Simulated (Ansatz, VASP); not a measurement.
# One calculation of Sc, two programs

```
Sc
1.0
     2.97234    0.00000    0.00000
     0.00000    2.97234    0.00000
     0.00000    0.00000    2.97234
Sc
1
Direct
  0.00000 0.00000 0.00000
```

Alike in both runs: task single point; functional r2SCAN; k mesh 17 × 17 × 17; occupations fermi-dirac, width 0.05 eV; collinear spin.

```csv
,VASP,Ansatz
version,VASP 6.6.1,Ansatz 0.2.0
potentials or method,"VASP PAW PBE potentials, release 64 (Sc_sv), cutoff 520 eV","plane waves (500 eV) with PAW, scalar-relativistic"
valence electrons in the cell,11,11
```

|  | VASP | Ansatz | Ansatz less VASP |
| --- | --- | --- | --- |
| net moment per atom (μB) | 0.93 | 0.93 | 0.000 |
| size of the moment on the site where the two differ most (μB) | 0.70 | 0.67 | -0.032 |

VASP's potentials were made for PBE, not for r2SCAN. Site moments also hang on the region over which each program counts them. Ansatz's warnings: stability check not made.
